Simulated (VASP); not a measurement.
# ScTa3F (P4mm) in VASP: notebook, part 2 of 2

VASP 6.6.1. The steps go on from the part before.

## (5) Single point, PBE

Input file INCAR:

```
ALGO = Fast ; EDIFF = 1E-6
ENCUT = 520 ; GGA = PE
ISIF = 2 ; ISMEAR = 0
LASPH = T ; LCHARG = T
LELF = T ; LREAL = F
LVHAR = T ; LWAVE = F
NBANDS = 34 ; NELM = 60
PREC = Accurate ; SIGMA = 0.1
```

Input file KPOINTS:

```
k-points
0
Gamma
  4 4 4
```

Input file POSCAR:

```
ScTa3F
1.0
    4.0583012056      0.0000000000      0.0000000000
    0.0000000000      4.0583012056      0.0000000000
    0.0000000000      0.0000000000      5.5994629787
Sc Ta F
1 3 1
Direct
    0.0000000000      0.0000000000      0.0363786663
    0.0000000000      0.5000000000      0.4635748612
    0.5000000000      0.0000000000      0.4635748612
    0.5000000000      0.5000000000      0.1048090558
    0.5000000000      0.5000000000      0.7042625756
```

Launch:

```console
$ cat potpaw_PBE.64/Sc_sv/POTCAR potpaw_PBE.64/Ta_pv/POTCAR potpaw_PBE.64/F/POTCAR > POTCAR
$ mpirun -np 1 vasp_std > vasp.out
```

Run time: 2.2 min. Hardware: 1 thread of Oxide Virtual Turin-like, shared host; peak memory 0.18 GiB.

It converged, with:

| Item | Value |
| --- | --- |
| Free energy | -43.8505 eV |
| Pressure | 0.1 GPa |
| Largest force | 0.022 eV/Å |
| Band gap on the k mesh | zero (an odd number of electrons rules out a gap without spin polarisation) |

Forces on the atoms (eV/Å):
```
Sc   0.000  0.000 -0.007
Ta   0.000  0.000 -0.003
Ta   0.000  0.000 -0.003
Ta   0.000  0.000  0.022
F    0.000  0.000 -0.009
```

Stress tensor (GPa, compression positive):
```
0.07 0.00 0.00
0.00 0.07 0.00
0.00 0.00 0.30
```

Levels at points of the mesh, in eV from the Fermi level:
| k point | band 21 | band 22 | band 23 | band 24 | band 25 | band 26 | band 27 | band 28 | band 29 | band 30 |
| --- | --- | --- | --- | --- | --- | --- | --- | --- | --- | --- |
| (0.00, 0.00, 0.00) | -3.06 | -2.89 | -1.65 | -1.65 | -0.56 | 0.10 | 1.51 | 1.51 | 1.68 | 2.78 |
| (0.50, 0.00, 0.00) | -1.67 | -1.42 | -1.40 | -1.25 | -0.20 | 0.06 | 0.45 | 0.94 | 1.16 | 1.33 |
| (0.50, 0.50, 0.00) | -2.77 | -1.43 | -0.85 | -0.85 | -0.38 | -0.20 | -0.20 | 0.40 | 1.06 | 1.78 |
| (0.00, 0.00, 0.50) | -2.71 | -2.13 | -1.75 | -1.75 | -1.13 | -0.72 | 1.43 | 1.45 | 1.45 | 1.50 |
| (0.50, 0.00, 0.50) | -1.48 | -1.38 | -1.30 | -0.87 | -0.79 | -0.31 | 0.16 | 0.64 | 0.74 | 1.15 |
| (0.50, 0.50, 0.50) | -2.92 | -0.96 | -0.96 | -0.51 | -0.09 | 0.58 | 0.58 | 0.65 | 0.95 | 1.17 |

Caveat: the k points lie up to 0.39 Å⁻¹ apart, too coarse for converged energies and pressures of a metal; spin-orbit coupling is left out, which moves the levels of the heavy elements; an odd number of electrons without spin polarisation forces a metal; a magnetic or distorted state may lie lower.

## (6) Relaxation of cell and atoms, PBE

This run uses another cell than the first one, of 15.12 Å³/atom.

Input file INCAR:

```
SYSTEM = ScTa3F
PREC = Accurate ; ENCUT = 600
EDIFF = 1E-6 ; ISMEAR = 0
SIGMA = 0.1 ; LREAL = .FALSE.
LASPH = .TRUE. ; NELM = 80
ALGO = Normal ; ISIF = 3
LWAVE = .FALSE. ; LCHARG = .FALSE.
GGA = PE ; IBRION = 2
NSW = 90 ; EDIFFG = -0.04
```

Input file KPOINTS:

```
Automatic mesh
0
G
  4 4 4
  0 0 0
```

Input file POSCAR:

```
ScTa3F
1.0
    3.9078612700      0.0000000000      0.0000000000
    0.0000000000      3.9078612700      0.0000000000
    0.0000000000      0.0000000000      4.9506097500
Sc Ta F
1 3 1
Direct
    0.0000000000      0.0000000000      0.0000000000
    0.0000000000      0.5000000000      0.5000000000
    0.5000000000      0.0000000000      0.5000000000
    0.5000000000      0.5000000000      0.1076000000
    0.5000000000      0.5000000000      0.6650000200
```

Potentials or basis: VASP PAW PBE potentials, release 64 (Sc_sv, Ta_pv, F).

Launch:

```console
$ cat potpaw_PBE.64/Sc_sv/POTCAR potpaw_PBE.64/Ta_pv/POTCAR potpaw_PBE.64/F/POTCAR > POTCAR
$ mpirun -np 1 vasp_std > vasp.out
```

OUTCAR:

```text
SYSTEM = ScTa3F
   PREC = Accurate
   ENCUT = 600
   EDIFF = 1E-6
   ISMEAR = 0
   LREAL = .FALSE.
   LASPH = .TRUE.
   NELM = 80
   ISIF = 3
   GGA = PE
   IBRION = 2
   NSW = 90
   EDIFFG = -0.04

 ion  position               nearest neighbor table
   1  0.000  0.000  0.000-   4 2.81   4 2.81   4 2.81   4 2.81   3 3.15   2 3.15   3 3.15   2 3.15
                             3 3.15   2 3.15   3 3.15   2 3.15
   2  0.000  0.500  0.500-   5 2.12   5 2.12   4 2.76   4 2.76   3 2.76   3 2.76   3 2.76   3 2.76
                             1 3.15   1 3.15   1 3.15   1 3.15   4 3.59   4 3.59
   3  0.500  0.000  0.500-   5 2.12   5 2.12   4 2.76   4 2.76   2 2.76   2 2.76   2 2.76   2 2.76
                             1 3.15   1 3.15   1 3.15   1 3.15   4 3.59   4 3.59
   4  0.500  0.500  0.108-   5 2.19   3 2.76   2 2.76   3 2.76   2 2.76   1 2.81   1 2.81   1 2.81
                             1 2.81   2 3.59   3 3.59   2 3.59   3 3.59
   5  0.500  0.500  0.665-   2 2.12   3 2.12   3 2.12   2 2.12   4 2.19

  LATTYP: Found a simple tetragonal cell.
 ALAT       =     3.9078612700
 C/A-ratio  =     1.2668335460

  Lattice vectors:

 A1 = (   3.9078612700,   0.0000000000,   0.0000000000)
 A2 = (   0.0000000000,   3.9078612700,   0.0000000000)
 A3 = (   0.0000000000,   0.0000000000,   4.9506097500)

Analysis of symmetry for initial positions (statically):
=====================================================================
 Subroutine PRICEL returns:
 Original cell was already a primitive cell.

 Routine SETGRP: Setting up the symmetry group for a
 simple tetragonal supercell.

 Subroutine GETGRP returns: Found  8 space group operations
 (whereof  8 operations were pure point group operations)
 out of a pool of 16 trial point group operations.

The static configuration has the point symmetry C_4v.

Analysis of symmetry for dynamics (positions and initial velocities):
=====================================================================
 Subroutine PRICEL returns:
 Original cell was already a primitive cell.

 Routine SETGRP: Setting up the symmetry group for a
 simple tetragonal supercell.

 Subroutine GETGRP returns: Found  8 space group operations
 (whereof  8 operations were pure point group operations)
 out of a pool of 16 trial point group operations.

The dynamic configuration has the point symmetry C_4v.

 Subroutine INISYM returns: Found  8 space group operations
 (whereof  8 operations are pure point group operations),
 and found     1 'primitive' translations

----------------------------------------------------------------------------------------

                                     Primitive cell

  volume of cell :      75.6026

  direct lattice vectors                    reciprocal lattice vectors
     3.907861270  0.000000000  0.000000000     0.255894447  0.000000000  0.000000000
     0.000000000  3.907861270  0.000000000     0.000000000  0.255894447  0.000000000
     0.000000000  0.000000000  4.950609750     0.000000000  0.000000000  0.201995320

  length of vectors
     3.907861270  3.907861270  4.950609750     0.255894447  0.255894447  0.201995320

  position of ions in fractional coordinates (direct lattice)
     0.000000000  0.000000000  0.000000000
     0.000000000  0.500000000  0.500000000
     0.500000000  0.000000000  0.500000000
     0.500000000  0.500000000  0.107600000
[... 65 lines left out ...]
   PREC   = accura    normal or accurate (medium, high low for compatibility)
   ISTART =      0    job   : 0-new  1-cont  2-samecut
   ICHARG =      2    charge: 1-file 2-atom 10-const
   ISPIN  =      1    spin polarized calculation?
   LNONCOLLINEAR =      F non collinear calculations
   LSORBIT =      F    spin-orbit coupling
   LASPH  =      T    aspherical Exc in radial PAW
   ENCUT  =  600.0 eV  44.10 Ry    6.64 a.u.   7.80  7.80  9.89*2*pi/ulx,y,z
   NELM   =     80;   NELMIN=  2; NELMDL= -5     # of ELM steps
   EDIFF  = 0.1E-05   stopping-criterion for ELM
   LREAL  =      F    real-space projection
   EDIFFG = -.4E-01   stopping-criterion for IOM
   NSW    =     90    number of steps for IOM
   IBRION =      2    ionic relax: 0-MD 1-quasi-New 2-CG
   NFREE  =      1    steps in history (QN), initial steepest desc. (CG)
   ISIF   =      3    stress and relaxation
   ISYM   =      2    0-nonsym 1-usesym 2-fastsym
   POTIM  = 0.5000    time-step for ionic-motion
   TEBEG  =    0.0;   TEEND  =   0.0 temperature during run
   PSTRESS=    0.0 pullay stress
   NELECT =      51.0000    total number of electrons
   NUPDOWN=      -1.0000    fix difference up-down
   EMIN   =  10.00;   EMAX   =-10.00  energy-range for DOS
   EFERMI =   0.00;   METHOD = LEGACY
   ISMEAR =     0;   SIGMA  =   0.10  broadening in eV -4-tet -1-fermi 0-gaus
   EFERMI_NEDOS =   21; number of points for ismear=-14 and -15
   IALGO  =     38    algorithm
   IMIX   =      4    mixing-type and parameters
     AMIX     =   0.40;   BMIX     =  1.00
     AMIX_MAG =   1.60;   BMIX_MAG =  1.00
  volume/ion in A,a.u.               =      15.12       102.04
  Fermi-wavevector in a.u.,A,eV,Ry     =   1.435773  2.713218 28.047665  2.061445
  Thomas-Fermi vector in A             =   2.555035
   LORBIT       =      0    0 simple, 1 ext, 2 COOP (PROOUT), +10 PAW based schemes
   GGA     = PE    functional components
   LHFCALC =     F    Hartree Fock is set to
   AEXX    =    0.0000 exact exchange contribution
   IVDW    =     0    specifies the selected vdW correction
   LEPSILON=     F    determine dielectric tensor
   LRPA    =     F    only Hartree local field effects (RPA)
 conjugate gradient relaxation of ions
 non-spin polarized calculation
 Gauss-broadening in eV      SIGMA  =   0.10
  energy-cutoff  :      600.00
  volume of cell :       75.60
 maximum number of plane-waves:      2540
 NGX is ok and might be reduce to    32
   NGX = 15   NGY = 15   NGZ = 19

--------------------------------------- Ionic step        1  -------------------------------------------

 number of electron      50.9999995 magnetization

 Free energy of the ion-electron system (eV)
  ---------------------------------------------------
  ext. energy  EPLUGINS =         0.00000000
  ---------------------------------------------------
  free energy    TOTEN  =       -41.91146721 eV

  energy without entropy =      -41.88466531  energy(sigma->0) =      -41.89806626

------------------------ aborting loop because EDIFF is reached ----------------------------------------

  FORCE on cell =-STRESS in cart. coord.  units (eV):
  Direction    XX          YY          ZZ          XY          YZ          ZX
  --------------------------------------------------------------------------------------
  -------------------------------------------------------------------------------------
  Total       16.7969431     16.7969431     16.5407341      0.0000000      0.0000000      0.0000000
  in kB      355.9621867    355.9621867    350.5325839      0.0000000      0.0000000      0.0000000
  external PRESSURE =     354.1523191 kB  Pullay stress =       0.0000000 kB
[... 26 lines left out ...]
--------------------------------------- Ionic step        2  -------------------------------------------

 number of electron      51.0000018 magnetization

 E-fermi :   3.1722     XC(G=0): -10.2943

 val. band max:        3.1571998901   @ k =   0.5000   0.5000   0.2500
 cond. band min:       3.1864087259   @ k =   0.5000   0.5000   0.5000
 fundamental gap:      0.0292088358
 Fermi energy:         3.1721577665

 k-point     1 :       0.0000    0.0000    0.0000
  band No.  band energies     occupation
      1     -46.7905      2.00000
      2     -32.1093      2.00000
      3     -32.1093      2.00000
      4     -32.0913      2.00000
      5     -31.9692      2.00000
      6     -31.9438      2.00000
[... 654 lines left out ...]
  FREE ENERGIE OF THE ION-ELECTRON SYSTEM (eV)
  ---------------------------------------------------
  free  energy   TOTEN  =       -43.4343093090 eV

  energy  without entropy=      -43.4082940951  energy(sigma->0) =      -43.42130170

[... ionic steps 4 to 15 ...]

--------------------------------------- Ionic step       16  -------------------------------------------

 number of electron      51.0000006 magnetization

------------------------ aborting loop because EDIFF is reached ----------------------------------------
[... 73 lines left out ...]
--------------------------------------- Ionic step       18  -------------------------------------------

 number of electron      51.0000002 magnetization

 Free energy of the ion-electron system (eV)
  ---------------------------------------------------
  ext. energy  EPLUGINS =         0.00000000
  ---------------------------------------------------
  free energy    TOTEN  =       -43.84012714 eV

  energy without entropy =      -43.81253051  energy(sigma->0) =      -43.82632882

 E-fermi :   4.9765     XC(G=0): -11.3488

 val. band max:        4.9634184229   @ k =   0.5000   0.2500   0.0000
 cond. band min:       4.9982641989   @ k =   0.2500   0.0000   0.0000
 fundamental gap:      0.0348457760
 Fermi energy:         4.9765034328

 k-point     1 :       0.0000    0.0000    0.0000
  band No.  band energies     occupation
      1     -44.2337      2.00000
      2     -30.0575      2.00000
      3     -30.0575      2.00000
      4     -29.9384      2.00000
      5     -29.6109      2.00000
      6     -29.4203      2.00000
[... 615 lines left out ...]
  FREE ENERGIE OF THE ION-ELECTRON SYSTEM (eV)
  ---------------------------------------------------
  free  energy   TOTEN  =       -43.8401271406 eV

  energy  without entropy=      -43.8125305093  energy(sigma->0) =      -43.82632882

 reached required accuracy - stopping structural energy minimisation
```

OSZICAR:

```text
N       E                     dE             d eps       ncg     rms          rms(c)
DAV:   1     0.664608718662E+03    0.66461E+03   -0.28724E+04  1080   0.203E+03
DAV:   2     0.234233071035E+02   -0.64119E+03   -0.63415E+03  1080   0.620E+02
DAV:   3    -0.399578037570E+02   -0.63381E+02   -0.61597E+02  1522   0.163E+02
[... 192 lines left out ...]
DAV:   4    -0.438401869745E+02    0.30627E-04   -0.12571E-03  1708   0.290E-01    0.854E-02
DAV:   5    -0.438401255409E+02    0.61434E-04   -0.49278E-04  1576   0.172E-01    0.496E-02
DAV:   6    -0.438401255657E+02   -0.24812E-07   -0.71350E-05  1430   0.679E-02    0.180E-02
DAV:   7    -0.438401269353E+02   -0.13695E-05   -0.11284E-05  1398   0.230E-02    0.726E-03
DAV:   8    -0.438401271406E+02   -0.20535E-06   -0.21584E-06   956   0.139E-02
  18 F= -.43840127E+02 E0= -.43826329E+02  d E =-.329548E-02
```

CONTCAR:

```text
ScTa3F
   1.00000000000000
     4.0525634753727591    0.0000000000000000    0.0000000000000000
     0.0000000000000000    4.0525634753727591    0.0000000000000000
     0.0000000000000000    0.0000000000000000    5.6182428188218481
  Sc              Ta              F
     1     3     1
Direct
     0.0000000000000000    0.0000000000000000    0.0365463173526374
     1.0000000000000000    0.5000000000000000    0.4629415973248691
     0.5000000000000000    0.0000000000000000    0.4629415973248691
     0.5000000000000000    0.5000000000000000    0.1054822071478794
     0.5000000000000000    0.5000000000000000    0.7046883008497439

  0.00000000E+00  0.00000000E+00  0.00000000E+00
  0.00000000E+00  0.00000000E+00  0.00000000E+00
  0.00000000E+00  0.00000000E+00  0.00000000E+00
  0.00000000E+00  0.00000000E+00  0.00000000E+00
  0.00000000E+00  0.00000000E+00  0.00000000E+00
```

Wall time 10 min (1 thread of Oxide Virtual Turin-like, shared host); peak memory 0.21 GiB.

What came out:

```
Free energy                           : -43.8401 eV
Relaxed volume                        : 18.45 Å³/atom
Relaxed cell                          : a = 4.053 Å, b = 4.053 Å, c = 5.618 Å, α = 90.00°, β = 90.00°, γ = 90.00°
Space group after relaxing (to 0.1 Å) : P4mm (No. 99)
Energy gained by relaxing             : 385.7 meV/atom
Ionic steps                           : 18
Pressure after relaxing               : 0.2 GPa
Largest force after relaxing          : 0.019 eV/Å
Band gap on the k mesh                : zero (an odd number of electrons rules out a gap without spin polarisation)
```

Forces in eV/Å, atoms in the order of the input:
```
Sc   0.000  0.000 -0.019
Ta   0.000  0.000  0.017
Ta   0.000  0.000  0.017
Ta   0.000  0.000 -0.008
F    0.000  0.000 -0.007
```

The path:
| step | energy change (eV) | largest force (eV/Å) | pressure (GPa) | volume (Å³) |
| --- | --- | --- | --- | --- |
| 1 | 0.0000 | 3.2067 | 35.42 | 75.60 |
| 2 | 1.1212 | 1.7552 | -22.44 | 118.39 |
| 3 | -1.5228 | 1.0184 | -2.52 | 91.07 |
| 4 | -1.5320 | 0.9880 | -0.93 | 90.02 |
| 5 | -1.5325 | 0.9781 | -0.43 | 89.69 |
| 6 | -1.6631 | 0.7371 | -0.14 | 89.86 |
| 7 | -1.7967 | 0.3660 | 1.04 | 90.14 |
| 8 | -1.6649 | 1.1749 | 6.77 | 90.70 |
| 9 | -1.8132 | 0.5969 | 2.26 | 90.30 |
| 10 | -1.8823 | 0.3886 | 0.04 | 92.36 |
| 11 | -1.8969 | 0.2057 | -1.94 | 94.71 |
| 12 | -1.8992 | 0.2487 | -1.48 | 94.10 |
| 13 | -1.9182 | 0.2098 | 0.26 | 92.82 |
| 14 | -1.9191 | 0.2349 | 0.79 | 92.45 |
| 15 | -1.9254 | 0.1087 | -0.14 | 92.81 |
| 16 | -1.9254 | 0.1099 | -0.15 | 92.81 |
| 17 | -1.9267 | 0.0851 | -0.05 | 92.67 |
| 18 | -1.9287 | 0.0190 | 0.19 | 92.27 |

Final structure:
```xyz
5
Lattice="4.0526 0.0000 0.0000 0.0000 4.0526 0.0000 0.0000 0.0000 5.6182" Properties=species:S:1:pos:R:3 pbc="T T T"
Sc    0.0000    0.0000    0.2053
Ta    4.0526    2.0263    2.6009
Ta    2.0263    0.0000    2.6009
Ta    2.0263    2.0263    0.5926
F     2.0263    2.0263    3.9591
```

Caveat: the k points lie up to 0.39 Å⁻¹ apart in the final cell, too coarse for converged energies and pressures of a metal; the volume moved by over 15 % at a fixed basis, so the end points are rough; spin-orbit coupling is left out, which moves the levels of the heavy elements; an odd number of electrons without spin polarisation forces a metal; a magnetic or distorted state may lie lower.

## (7) Single point, PBE

Input file INCAR:

```
PREC = Accurate ; ENCUT = 520
EDIFF = 1E-6 ; ISMEAR = 0
SIGMA = 0.1 ; LREAL = False
LASPH = True ; NELM = 60
ALGO = Fast ; ISIF = 2
LWAVE = False ; LCHARG = True
GGA = PE ; LELF = True
LVHAR = True ; NBANDS = 34
```

Input file KPOINTS:

```
regular mesh
0
Gamma
  10 10 8
```

Input file POSCAR:

```
ScTa3F
1.0
    4.0533257855      0.0000000000      0.0000000000
    0.0000000000      4.0533257855      0.0000000000
    0.0000000000      0.0000000000      5.6126706845
Sc Ta F
1 3 1
Direct
    0.0000000000      0.0000000000      0.0362690435
    0.0000000000      0.5000000000      0.4640584229
    0.5000000000      0.0000000000      0.4640584229
    0.5000000000      0.5000000000      0.1050040498
    0.5000000000      0.5000000000      0.7032100810
```

Launch:

```console
$ cat potpaw_PBE.64/Sc_sv/POTCAR potpaw_PBE.64/Ta_pv/POTCAR potpaw_PBE.64/F/POTCAR > POTCAR
$ mpirun -np 1 vasp_std > vasp.out
```

Wall time 8.4 min (1 thread of Oxide Virtual Turin-like, shared host); peak memory 0.38 GiB.

The run converged. Its results:

* Free energy: -43.8419 eV
* Pressure: 0.0 GPa
* Largest force: 0.039 eV/Å
* Band gap on the k mesh: zero (an odd number of electrons rules out a gap without spin polarisation)

Forces on the atoms (eV/Å):
```
Sc   0.000  0.000 -0.007
Ta   0.000  0.000 -0.014
Ta   0.000  0.000 -0.014
Ta   0.000  0.000  0.039
F    0.000  0.000 -0.003
```

Levels at points of the mesh, in eV from the Fermi level:
```tsv
k point	band 24	band 25	band 26	band 27	band 28	band 29
(0.00, 0.00, 0.00)	-1.66	-0.60	0.09	1.52	1.52	1.62
(0.50, 0.00, 0.00)	-1.25	-0.20	0.06	0.46	0.91	1.17
(0.50, 0.50, 0.00)	-0.86	-0.40	-0.22	-0.22	0.38	1.07
(0.00, 0.00, 0.50)	-1.75	-1.13	-0.75	1.39	1.46	1.46
(0.50, 0.00, 0.50)	-0.86	-0.81	-0.32	0.16	0.65	0.72
(0.50, 0.50, 0.50)	-0.52	-0.13	0.57	0.57	0.64	0.96
```

Caveat: spin-orbit coupling is left out, which moves the levels of the heavy elements; an odd number of electrons without spin polarisation forces a metal; a magnetic or distorted state may lie lower.

## (8) The runs side by side

| task | cell | k mesh | cutoff (eV) | gap on the mesh (eV) | pressure (GPa) | largest force (eV/Å) |
| --- | --- | --- | --- | --- | --- | --- |
| single point | a = 4.058, b = 4.058, c = 5.599 Å, 5 atoms, atomic positions A | 4 × 4 × 4 | 520 | none | 0.1 | 0.02 |
| single point | a = 4.053, b = 4.053, c = 5.613 Å, 5 atoms, atomic positions B | 10 × 10 × 8 | 520 | none | 0.0 | 0.04 |
| single point | a = 3.908, b = 3.908, c = 4.951 Å, 5 atoms, atomic positions C | 4 × 4 × 4 | 520 | none | 35.4 | 3.21 |
| relaxation of cell and atoms | relaxed from a = 3.908, b = 3.908, c = 4.951 Å, 5 atoms, atomic positions C | 4 × 4 × 4 | 600 | none | 0.2 | 0.02 |

Alike in all rows: level PBE; potentials or basis VASP PAW PBE potentials, release 64 (Sc_sv, Ta_pv, F); no spin polarisation; smearing gaussian 0.1 eV.

Caveats: some runs use coarse meshes; spin-orbit coupling is left out, which moves the levels of the heavy elements; an odd number of electrons without spin polarisation forces a metal; a magnetic or distorted state may lie lower; the volume moved by over 15 % at a fixed basis, so the end points are rough (at least some runs).

Absolute energies hang on the potentials; compare differences alone.

The gap in the log of VASP goes by the Fermi energy; the results here count the filled bands.